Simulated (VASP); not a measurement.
# F (C2/m) in VASP: notebook

The runs below take F through single point, with PBEsol.

Program: VASP 6.6.1. These are calculated values, not measurements. Logs are shortened: lines on timing, memory, paths and dates and some standing lists are left out, and cuts for length are marked.

### Step 1. The cell of the first run

The structure is monoclinic, space group C2/m (No. 12). The conventional cell has a = 6.024 Å, b = 3.397 Å, c = 7.173 Å, α = 90.00°, β = 112.83°, γ = 90.00°. F (site symmetry m) has 1 F at 1.34 Å within 1.8 Å. Within 1.8 Å of F (site symmetry m) lie 1 F at 1.34 Å.

### Step 2. Single point, PBEsol

INCAR reads:

```
SYSTEM = F
PREC = Accurate
ENCUT = 520
EDIFF = 1E-7
ISMEAR = 0
SIGMA = 0.05
LREAL = .FALSE.
LASPH = .TRUE.
NELM = 60
ALGO = Normal
ISIF = 2
LWAVE = .FALSE.
LCHARG = .FALSE.
GGA = PS
NBANDS = 22
```

KPOINTS reads:

```
regular mesh
0
G
  4 4 2
  0 0 0
```

POSCAR reads:

```
F
1.0
    3.0031563197     -1.6985011447     -0.2316293232
    3.0031563197      1.6985011447     -0.2316293232
   -2.2663800241      0.0000000000      6.8054435957
F
4
Direct
    0.0848459664      0.0848459664      0.0940038325
    0.9151540336      0.9151540336      0.9059961675
    0.5015719855      0.5015719855      0.5937195244
    0.4984280145      0.4984280145      0.4062804756
```

Potentials or basis: VASP PAW PBE potentials, release 64 (F).

The run is started by

```sh
$ cat potpaw_PBE.64/F/POTCAR > POTCAR
$ mpirun -np 1 vasp_std > vasp.out
```

OUTCAR:

```text
SYSTEM = F
   PREC = Accurate
   ENCUT = 520
   EDIFF = 1E-7
   ISMEAR = 0
   LREAL = .FALSE.
   LASPH = .TRUE.
   NELM = 60
   ISIF = 2
   GGA = PS

 ion  position               nearest neighbor table
   1  0.085  0.085  0.094-   2 1.34
   2  0.915  0.915  0.906-   1 1.34
   3  0.502  0.502  0.594-   4 1.34
   4  0.498  0.498  0.406-   3 1.34

  LATTYP: Found a base centered monoclinic cell.
 ALAT       =     6.0241514005
 B/A-ratio  =     0.5638972303
 C/A-ratio  =     1.1906910645
 COS(beta)  =    -0.3879892014

  Lattice vectors:

 A1 = (   3.0031563197,  -1.6985011447,  -0.2316293232)
 A2 = (   3.0031563197,   1.6985011447,  -0.2316293232)
 A3 = (  -2.2663800241,   0.0000000000,   6.8054435957)

Analysis of symmetry for initial positions (statically):
=====================================================================
 Subroutine PRICEL returns:
 Original cell was already a primitive cell.

 Routine SETGRP: Setting up the symmetry group for a
 base centered monoclinic supercell.

 Subroutine GETGRP returns: Found  4 space group operations
 (whereof  4 operations were pure point group operations)
 out of a pool of  4 trial point group operations.

The static configuration has the point symmetry C_2h.

Analysis of symmetry for dynamics (positions and initial velocities):
=====================================================================
 Subroutine PRICEL returns:
 Original cell was already a primitive cell.

 Routine SETGRP: Setting up the symmetry group for a
 base centered monoclinic supercell.

 Subroutine GETGRP returns: Found  4 space group operations
 (whereof  4 operations were pure point group operations)
 out of a pool of  4 trial point group operations.

The dynamic configuration has the point symmetry C_2h.

 Subroutine INISYM returns: Found  4 space group operations
 (whereof  4 operations are pure point group operations),
 and found     1 'primitive' translations

----------------------------------------------------------------------------------------

                                     Primitive cell

  volume of cell :      67.6440

  direct lattice vectors                    reciprocal lattice vectors
     3.003156320 -1.698501145 -0.231629323     0.170880695 -0.294377193  0.056907472
     3.003156320  1.698501145 -0.231629323     0.170880695  0.294377193  0.056907472
    -2.266380024  0.000000000  6.805443596     0.011632153  0.000000000  0.150814986

  length of vectors
     3.457962718  3.457962718  7.172903244     0.345103759  0.345103759  0.151262907

  position of ions in fractional coordinates (direct lattice)
     0.084845966  0.084845966  0.094003833
     0.915154034  0.915154034  0.905996167
     0.501571986  0.501571986  0.593719524
     0.498428015  0.498428015  0.406280476

  ion indices of the primitive-cell ions
   primitive index   ion index
                 1           1
                 2           2
                 3           3
                 4           4

----------------------------------------------------------------------------------------

 KPOINTS: regular mesh

Automatic generation of k-mesh.
 Grid dimensions read from file:
 generate k-points for:    4    4    2

 Generating k-lattice:

  Cartesian coordinates                     Fractional coordinates (reciprocal lattice)
     0.042720174 -0.073594298  0.014226868     0.250000000  0.000000000  0.000000000
     0.042720174  0.073594298  0.014226868     0.000000000  0.250000000  0.000000000
     0.005816076  0.000000000  0.075407493     0.000000000  0.000000000  0.500000000

  Length of vectors
     0.086275940  0.086275940  0.075631453

  Shift w.r.t. Gamma in fractional coordinates (k-lattice)
     0.000000000  0.000000000  0.000000000

 Subroutine IBZKPT returns following result:
 ===========================================

 Found     14 irreducible k-points:

 Following reciprocal coordinates:
            Coordinates               Weight
  0.000000  0.000000  0.000000      1.000000
  0.250000  0.000000  0.000000      4.000000
  0.500000  0.000000  0.000000      2.000000
  0.250000  0.250000  0.000000      2.000000
  0.500000  0.250000  0.000000      4.000000
 -0.250000  0.250000  0.000000      2.000000
  0.500000  0.500000  0.000000      1.000000
  0.000000  0.000000  0.500000      1.000000
  0.250000  0.000000  0.500000      4.000000
  0.500000  0.000000  0.500000      2.000000
  0.250000  0.250000  0.500000      2.000000
  0.500000  0.250000  0.500000      4.000000
 -0.250000  0.250000  0.500000      2.000000
  0.500000  0.500000  0.500000      1.000000
   k-points           NKPTS =     14   k-points in BZ     NKDIM =     14   number of bands    NBANDS=     22
   number of dos      NEDOS =    301   number of ions     NIONS =      4
   total plane-waves  NPLWV =  42336
   dimension x,y,z NGX =    28 NGY =   28 NGZ =   54
   dimension x,y,z NGXF=    56 NGYF=   56 NGZF=  108
   ions per type =               4
   NGX,Y,Z   is equivalent  to a cutoff of  13.46, 13.46, 12.52 a.u.
   NGXF,Y,Z  is equivalent  to a cutoff of  26.92, 26.92, 25.03 a.u.
 SYSTEM =  F
   PREC   = accura    normal or accurate (medium, high low for compatibility)
   ISTART =      0    job   : 0-new  1-cont  2-samecut
   ICHARG =      2    charge: 1-file 2-atom 10-const
   ISPIN  =      1    spin polarized calculation?
   LNONCOLLINEAR =      F non collinear calculations
   LSORBIT =      F    spin-orbit coupling
   LASPH  =      T    aspherical Exc in radial PAW
   ENCUT  =  520.0 eV  38.22 Ry    6.18 a.u.   6.43  6.43 13.34*2*pi/ulx,y,z
   NELM   =     60;   NELMIN=  2; NELMDL= -5     # of ELM steps
   EDIFF  = 0.1E-06   stopping-criterion for ELM
   LREAL  =      F    real-space projection
   EDIFFG = 0.1E-05   stopping-criterion for IOM
   NSW    =      0    number of steps for IOM
   IBRION =     -1    ionic relax: 0-MD 1-quasi-New 2-CG
   NFREE  =      0    steps in history (QN), initial steepest desc. (CG)
   ISIF   =      2    stress and relaxation
   ISYM   =      2    0-nonsym 1-usesym 2-fastsym
   POTIM  = 0.5000    time-step for ionic-motion
   TEBEG  =    0.0;   TEEND  =   0.0 temperature during run
   PSTRESS=    0.0 pullay stress
   NELECT =      28.0000    total number of electrons
   NUPDOWN=      -1.0000    fix difference up-down
   EMIN   =  10.00;   EMAX   =-10.00  energy-range for DOS
   EFERMI =   0.00;   METHOD = LEGACY
   ISMEAR =     0;   SIGMA  =   0.05  broadening in eV -4-tet -1-fermi 0-gaus
   EFERMI_NEDOS =   21; number of points for ismear=-14 and -15
   IALGO  =     38    algorithm
   IMIX   =      4    mixing-type and parameters
     AMIX     =   0.40;   BMIX     =  1.00
     AMIX_MAG =   1.60;   BMIX_MAG =  1.00
  volume/ion in A,a.u.               =      16.91       114.12
  Fermi-wavevector in a.u.,A,eV,Ry     =   1.220069  2.305596 20.253204  1.488569
  Thomas-Fermi vector in A             =   2.355299
   LORBIT       =      0    0 simple, 1 ext, 2 COOP (PROOUT), +10 PAW based schemes
   GGA     = PS    functional components
   LHFCALC =     F    Hartree Fock is set to
   AEXX    =    0.0000 exact exchange contribution
   IVDW    =     0    specifies the selected vdW correction
   LEPSILON=     F    determine dielectric tensor
   LRPA    =     F    only Hartree local field effects (RPA)
 non-spin polarized calculation
 Gauss-broadening in eV      SIGMA  =   0.05
  energy-cutoff  :      520.00
  volume of cell :       67.64
 maximum number of plane-waves:      1833
 NGX is ok and might be reduce to    28
   NGX = 13   NGY = 13   NGZ = 27

 number of electron      27.9999987 magnetization

 Free energy of the ion-electron system (eV)
  ---------------------------------------------------
  ext. energy  EPLUGINS =         0.00000000
  ---------------------------------------------------
  free energy    TOTEN  =        -7.55768061 eV

  energy without entropy =       -7.55768061  energy(sigma->0) =       -7.55768061

 E-fermi :  -4.7140     XC(G=0):  -7.2761

 val. band max:       -4.9488875834   @ k =   0.5000   0.5000   0.0000
 cond. band min:      -1.2069266725   @ k =   0.0000   0.0000   0.0000
 fundamental gap:      3.7419609110
 Fermi energy:        -4.7139551647

 k-point     1 :       0.0000    0.0000    0.0000
  band No.  band energies     occupation
      1     -31.3985      2.00000
      2     -31.2325      2.00000
      3     -23.4132      2.00000
      4     -23.0421      2.00000
      5     -12.3475      2.00000
      6     -11.5587      2.00000
[... 14 lines left out ...]
     21      15.1169      0.00000
     22      15.3573      0.00000

 k-point     2 :       0.2500    0.0000    0.0000
  band No.  band energies     occupation
      1     -31.3691      2.00000
      2     -31.2168      2.00000
      3     -23.3473      2.00000
      4     -23.0808      2.00000
      5     -12.2293      2.00000
      6     -11.6619      2.00000
[... 14 lines left out ...]
     21      12.4874      0.00000
     22      14.3608      0.00000

 k-point     3 :       0.5000    0.0000    0.0000
  band No.  band energies     occupation
      1     -31.3391      2.00000
      2     -31.2015      2.00000
      3     -23.2399      2.00000
      4     -23.1603      2.00000
      5     -11.9740      2.00000
      6     -11.9010      2.00000
[... 14 lines left out ...]
     21      11.2944      0.00000
     22      11.6971      0.00000

 k-point     4 :       0.2500    0.2500    0.0000
  band No.  band energies     occupation
      1     -31.3633      2.00000
      2     -31.2214      2.00000
      3     -23.3055      2.00000
      4     -23.1453      2.00000
      5     -12.1373      2.00000
      6     -11.7942      2.00000
[... 14 lines left out ...]
     21      12.4094      0.00000
     22      13.4902      0.00000

 k-point     5 :       0.5000    0.2500    0.0000
  band No.  band energies     occupation
      1     -31.3387      2.00000
      2     -31.2003      2.00000
      3     -23.2597      2.00000
      4     -23.1617      2.00000
      5     -11.9998      2.00000
      6     -11.8802      2.00000
[... 14 lines left out ...]
     21      11.2875      0.00000
     22      12.4633      0.00000

 k-point     6 :      -0.2500    0.2500    0.0000
  band No.  band energies     occupation
      1     -31.3447      2.00000
      2     -31.1956      2.00000
      3     -23.3155      2.00000
      4     -23.0833      2.00000
      5     -12.1543      2.00000
      6     -11.6864      2.00000
[... 14 lines left out ...]
     21      10.7386      0.00000
     22      12.3137      0.00000

 k-point     7 :       0.5000    0.5000    0.0000
  band No.  band energies     occupation
      1     -31.3383      2.00000
      2     -31.1991      2.00000
      3     -23.2792      2.00000
      4     -23.1638      2.00000
      5     -12.0294      2.00000
      6     -11.8520      2.00000
[... 14 lines left out ...]
     21      12.0591      0.00000
     22      13.0938      0.00000

 k-point     8 :       0.0000    0.0000    0.5000
  band No.  band energies     occupation
      1     -31.3845      2.00000
      2     -31.2474      2.00000
      3     -23.2698      2.00000
      4     -23.1905      2.00000
      5     -12.0079      2.00000
      6     -11.9301      2.00000
[... 14 lines left out ...]
     21      15.6180      0.00000
     22      15.9776      0.00000

 k-point     9 :       0.2500    0.0000    0.5000
  band No.  band energies     occupation
      1     -31.3647      2.00000
      2     -31.2214      2.00000
      3     -23.3022      2.00000
      4     -23.1275      2.00000
      5     -12.1084      2.00000
      6     -11.7801      2.00000
[... 14 lines left out ...]
     21      11.8430      0.00000
     22      12.6489      0.00000

 k-point    10 :       0.5000    0.0000    0.5000
  band No.  band energies     occupation
      1     -31.3443      2.00000
      2     -31.1955      2.00000
      3     -23.3152      2.00000
      4     -23.0837      2.00000
      5     -12.1423      2.00000
      6     -11.6865      2.00000
[... 14 lines left out ...]
     21      10.9825      0.00000
     22      12.9923      0.00000

 k-point    11 :       0.2500    0.2500    0.5000
  band No.  band energies     occupation
      1     -31.3667      2.00000
      2     -31.2177      2.00000
      3     -23.3433      2.00000
      4     -23.1067      2.00000
      5     -12.1974      2.00000
      6     -11.7104      2.00000
[... 14 lines left out ...]
     21      12.2493      0.00000
     22      12.6554      0.00000

 k-point    12 :       0.5000    0.2500    0.5000
  band No.  band energies     occupation
      1     -31.3410      2.00000
      2     -31.1975      2.00000
      3     -23.2975      2.00000
      4     -23.1227      2.00000
      5     -12.1137      2.00000
      6     -11.7709      2.00000
[... 14 lines left out ...]
     21      10.3966      0.00000
     22      12.2578      0.00000

 k-point    13 :      -0.2500    0.2500    0.5000
  band No.  band energies     occupation
      1     -31.3391      2.00000
      2     -31.2015      2.00000
      3     -23.2399      2.00000
      4     -23.1602      2.00000
      5     -11.9652      2.00000
      6     -11.8969      2.00000
[... 14 lines left out ...]
     21      11.7004      0.00000
     22      11.7610      0.00000

 k-point    14 :       0.5000    0.5000    0.5000
  band No.  band energies     occupation
      1     -31.3375      2.00000
      2     -31.2000      2.00000
      3     -23.2611      2.00000
      4     -23.1814      2.00000
      5     -12.0072      2.00000
      6     -11.9397      2.00000
[... 14 lines left out ...]
     21      10.0966      0.00000
     22      10.4290      0.00000

------------------------ aborting loop because EDIFF is reached ----------------------------------------

  FORCE on cell =-STRESS in cart. coord.  units (eV):
  Direction    XX          YY          ZZ          XY          YZ          ZX
  --------------------------------------------------------------------------------------
  -------------------------------------------------------------------------------------
  Total        1.2009183     -0.1818401      7.8893087      0.0000000      0.0000000      0.5600067
  in kB       28.4442686     -4.3069603    186.8616803      0.0000000      0.0000000     13.2640000
  external PRESSURE =      70.3329962 kB  Pullay stress =       0.0000000 kB

 VOLUME and BASIS-vectors are now :
 -----------------------------------------------------------------------------
  energy-cutoff  :      520.00
  volume of cell :       67.64
      direct lattice vectors                 reciprocal lattice vectors
     3.003156320 -1.698501145 -0.231629323     0.170880695 -0.294377193  0.056907472
     3.003156320  1.698501145 -0.231629323     0.170880695  0.294377193  0.056907472
    -2.266380024  0.000000000  6.805443596     0.011632153  0.000000000  0.150814986

 POSITION                                       TOTAL-FORCE (eV/Angst)
 -----------------------------------------------------------------------------------
      0.29656      0.00000      0.60043         1.519653      0.000000      3.049692
      3.44337      0.00000      5.74175        -1.519653      0.000000     -3.049692
      1.66700      0.00000      3.80817        -1.054765      0.000000      3.260372
      2.07293      0.00000      2.53402         1.054765      0.000000     -3.260372
 -----------------------------------------------------------------------------------
    total drift:                                0.000000      0.000000     -0.000000

  FREE ENERGIE OF THE ION-ELECTRON SYSTEM (eV)
  ---------------------------------------------------
  free  energy   TOTEN  =        -7.5576806081 eV

  energy  without entropy=       -7.5576806081  energy(sigma->0) =       -7.55768061
```

Wall time 15 s (1 thread of AMD EPYC 9R45 (Zen 5), shared host); peak memory 0.15 GiB.

Results:

```
Free energy            : -7.5577 eV
Pressure               : 7.0 GPa
Largest force          : 3.427 eV/Å
Band gap on the k mesh : 3.74 eV, indirect (least direct gap 3.86 eV)
```

Forces on the atoms (eV/Å):
```
F    1.520  0.000  3.050
F   -1.520  0.000 -3.050
F   -1.055  0.000  3.260
F    1.055  0.000 -3.260
```

Caveat: the k points lie up to 0.54 Å⁻¹ apart; the PAW data sets were made with another functional, which shifts forces and pressure a little.

### Step 3. Single point, PBEsol

INCAR reads:

```
ALGO     = Normal         # electronic algorithm
EDIFF    = 1E-6           # SCF threshold, eV
ENCUT    = 520            # plane-wave cutoff, eV
GGA      = PS             # functional
ISIF     = 2              # what is computed and relaxed
ISMEAR   = 0              # smearing method
LASPH    = T              # aspherical terms in the spheres
LCHARG   = T              # write CHGCAR
LELF     = T              # ELF
LREAL    = F              # projectors in reciprocal space
LVHAR    = T            
LWAVE    = F              # write WAVECAR
NBANDS   = 22             # bands
NELM     = 60             # most SCF steps
PREC     = Accurate       # precision mode
SIGMA    = 0.05           # smearing width, eV
```

KPOINTS reads:

```
k-points
0
Gamma
  4 4 2
```

POSCAR reads:

```
F
1.0
    2.9395755926     -1.7167715072     -0.2267254290
    2.9395755926      1.7167715072     -0.2267254290
   -2.2021659715      0.0000000000      6.8718150400
F
4
Direct
    0.0848459664      0.0848459664      0.0940038325
    0.9151540336      0.9151540336      0.9059961675
    0.5015719855      0.5015719855      0.5937195244
    0.4984280145      0.4984280145      0.4062804756
```

Potentials or basis: VASP PAW PBE potentials, release 64 (F).

The run is started by

```sh
$ cat potpaw_PBE.64/F/POTCAR > POTCAR
$ mpirun -np 1 vasp_std > vasp.out
```

Run time: 15 s. Hardware: 1 thread of AMD EPYC 9R45 (Zen 5), shared host; peak memory 0.15 GiB.

It converged, with:

```yaml
Free_energy: -7.6127 eV
Pressure: 6.0 GPa
Largest_force: 2.952 eV/Å
Band_gap_on_the_k_mesh: 3.61 eV, indirect (least direct gap 3.72 eV)
```

Forces on the atoms (eV/Å):
```
F    1.278  0.000  2.646
F   -1.278  0.000 -2.646
F   -0.879  0.000  2.818
F    0.879  0.000 -2.818
```

Stress tensor (GPa, compression positive):
```
 2.29  0.00  1.18
 0.00 -0.44  0.00
 1.18  0.00 16.29
```

Levels at points of the mesh, in eV from the valence-band top:
| k point | band 12 | band 13 | band 14 | band 15 | band 16 | band 17 |
| --- | --- | --- | --- | --- | --- | --- |
| (0.00, 0.00, 0.00) | -0.21 | -0.14 | -0.11 | 3.61 | 4.58 | 8.60 |
| (0.50, 0.00, 0.00) | -0.39 | -0.34 | -0.22 | 4.15 | 4.24 | 12.69 |
| (0.50, 0.50, 0.00) | -0.36 | -0.25 | 0.00 | 4.08 | 4.23 | 12.90 |
| (0.00, 0.00, 0.50) | -0.22 | -0.20 | -0.12 | 4.01 | 4.10 | 9.52 |
| (0.50, 0.00, 0.50) | -0.40 | -0.25 | -0.08 | 3.93 | 4.42 | 12.61 |
| (0.50, 0.50, 0.50) | -0.34 | -0.21 | -0.14 | 4.14 | 4.23 | 12.68 |

Caveat: the k points lie up to 0.54 Å⁻¹ apart; the PAW data sets were made with another functional, which shifts forces and pressure a little.

(Continued in part 2 of 2.)
